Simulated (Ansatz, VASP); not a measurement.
**Two plane-wave programs on SrMg**

INCAR

```
SYSTEM = SrMg
PREC = Accurate
ENCUT = 520
EDIFF = 1E-7
ISMEAR = 0
SIGMA = 0.15
LREAL = .FALSE.
LASPH = .TRUE.
NELM = 60
ALGO = Fast
ISIF = 2
LWAVE = .FALSE.
LCHARG = .FALSE.
NBANDS = 13
```

Contents of KPOINTS:

```
Automatic mesh
0
G
  14 14 14
  0 0 0
```

Contents of POSCAR:

```
SrMg
1.0
    4.2367522893      0.0000000000      0.0000000000
    0.0000000000      4.2367522893      0.0000000000
    0.0000000000      0.0000000000      3.3046667857
Sr Mg
1 1
Direct
    0.5000000000      0.5000000000      0.5000000000
    0.0000000000      0.0000000000      0.0000000000
```

Input for Ansatz:

```yaml
crystal:
  lattice:
    - [4.2367522893, 0.0, 0.0]
    - [0.0, 4.2367522893, 0.0]
    - [0.0, 0.0, 3.3046667857]
  atoms:
    - { symbol: Sr, position: [0.5, 0.5, 0.5] }
    - { symbol: Mg, position: [0.0, 0.0, 0.0] }
basis:
  ecutwfc: 420
kpoints:
  mp_grid: { grid: [14, 14, 14] }
hamiltonian:
  xc: lda
scf:
  occupations: { method: gaussian, width: 0.15 }
output:
  forces: true
  stress: true
  eigenvalues: true
```

Alike in both runs: task single point; functional LDA; k mesh 14 × 14 × 14; occupations gaussian, width 0.15 eV; no spin polarisation.

|  | VASP | Ansatz |
| --- | --- | --- |
| version | VASP 6.6.1 | Ansatz 0.2.0 |
| potentials or method | VASP PAW LDA potentials, release 64 (Sr_sv, Mg), cutoff 520 eV | scalar-relativistic, plane waves, PAW |
| valence electrons in the cell | 12 | 20 |

Ansatz gave:

| Property | Result |
| --- | --- |
| gap on the k mesh at the Fermi level (eV) | none |
| pressure (GPa) | 3.4 |
| traceless stress, the component that is largest in VASP (GPa) | 4.18 |

Problem. Estimate VASP's values.

Solution. gap on the k mesh at the Fermi level (eV): none; pressure (GPa): 3.3; traceless stress, the component that is largest in VASP (GPa): 4.22.

LDA's correlation is that of Perdew and Zunger in VASP and of Perdew and Wang (1992) in Ansatz. A gap of «none» marks a metal or a gap that the smearing closes. VASP's potentials hold 12 valence electrons a cell and Ansatz's 20, so a difference there can come from the potentials and not from the codes.
